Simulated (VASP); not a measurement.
The system is KTmI4.

```
K Tm I
1.0
     0.06646    4.53271    0.04944
    -0.32129    0.08452    8.54690
    14.64937    0.21889   -0.02754
K Tm I
2 2 8
Direct
  0.50505 0.50077 0.25217
  0.50432 0.49917 0.74758
  0.98583 0.99800 0.00158
  0.99126 0.00170 0.50079
  0.48422 0.88235 0.10511
  0.50784 0.87619 0.61546
  0.51783 0.11685 0.38671
  0.49971 0.13487 0.89140
  0.02408 0.68179 0.39726
  0.99369 0.68563 0.89324
  0.98174 0.31688 0.10238
  0.00443 0.30580 0.60631
```

* Program: VASP 6.6.1
* Task: relaxation of cell and atoms
* Functional: PBE
* Potentials or basis: VASP PAW PBE potentials, release 64 (K_sv, Tm_3, I), 4f in core
* Cutoff: 500 eV
* k mesh: 4 × 2 × 1
* Occupations: gaussian, width 0.1 eV
* Spin: no spin polarisation

At the start: pressure 0.3 GPa; volume 47.27 Å³/atom.

**Question.** How do energy, volume and symmetry change on relaxing?

**Answer.** Over 12 steps the energy falls by 24.0 meV/atom and the volume is 47.42 Å³/atom (+0.3 %); space group P1 (No. 1, to 0.1 Å) before, P-1 (No. 2, to 0.1 Å).

The path:
```
step  energy change (eV)  largest force (eV/Å)  pressure (GPa)  volume (Å³)
   1              0.0000                0.9746            0.32       567.30
   2             -0.1980                0.3514           -0.03       574.99
   3             -0.2231                0.2303           -0.14       578.84
   4             -0.2491                0.1596           -0.05       575.68
   5             -0.2687                0.2127            0.15       569.41
   6             -0.2787                0.1039           -0.06       572.98
   7             -0.2787                0.0953           -0.08       573.32
   8             -0.2835                0.0614           -0.01       571.48
   9             -0.2840                0.0578            0.01       570.78
  10             -0.2856                0.0484            0.00       570.76
  11             -0.2874                0.0532           -0.03       570.71
  12             -0.2884                0.0249            0.05       569.02
```

Final structure:
```cif
data_structure
_symmetry_space_group_name_H-M 'P 1'
_symmetry_Int_Tables_number 1
_cell_length_a 4.5508
_cell_length_b 8.2639
_cell_length_c 15.1587
_cell_angle_alpha 93.479
_cell_angle_beta 89.593
_cell_angle_gamma 90.138
_cell_volume 569.02
loop_
_atom_site_label
_atom_site_type_symbol
_atom_site_fract_x
_atom_site_fract_y
_atom_site_fract_z
_atom_site_occupancy
K1 K 0.50300 0.49907 0.25061 1
K2 K 0.50080 0.50163 0.74901 1
Tm1 Tm 0.98977 0.00340 0.99897 1
Tm2 Tm 0.00751 0.99665 0.50077 1
I1 I 0.48708 0.87796 0.11222 1
I2 I 0.50238 0.87565 0.61537 1
I3 I 0.51060 0.11852 0.38637 1
I4 I 0.49418 0.12842 0.88563 1
I5 I 0.00654 0.68317 0.39691 1
I6 I 0.99509 0.69364 0.89230 1
I7 I 0.99722 0.31348 0.10573 1
I8 I 0.00582 0.30841 0.60613 1
```

Caveat: the k points lie up to 0.42 Å⁻¹ apart in the final cell.
